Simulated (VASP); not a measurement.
A run of VASP 6.6.1 is set up as follows.

The input INCAR:

```
PREC = Accurate
ENCUT = 520
EDIFF = 1E-6
ISMEAR = 0
SIGMA = 0.15
LREAL = F
LASPH = T
NELM = 60
ALGO = Normal
ISIF = 2
LWAVE = F
LCHARG = T
GGA = PE
LELF = T
LVHAR = T
NBANDS = 18
```

KPOINTS

```
regular mesh
0
Gamma
  18 18 18
```

File POSCAR:

```
Si2W
1.0
   -1.5296956550      1.5296956550      4.2074278992
    1.5296956550     -1.5296956550      4.2074278992
    1.5296956550      1.5296956550     -4.2074278992
Si W
2 1
Direct
    0.3345726944      0.3345726944      0.0000000000
    0.6654273056      0.6654273056      0.0000000000
    0.0000000000      0.0000000000      0.0000000000
```

Potentials or basis: VASP PAW PBE potentials, release 64 (Si, W_sv).

Command:

```bash
$ cat potpaw_PBE.64/Si/POTCAR potpaw_PBE.64/W_sv/POTCAR > POTCAR
$ mpirun -np 1 vasp_std > vasp.out
```

(1) Predict the largest force.

(2) Estimate the pressure.

(3) What does it give for the band gap on the k mesh?

Results:

(1) 0.074 eV/Å.

(2) 10.7 GPa.

(3) zero (bands 11 and 12 overlap by 1.93 eV).

Caveat: the cell stands under pressure; spin-orbit coupling is left out, which moves the levels of the heavy elements.
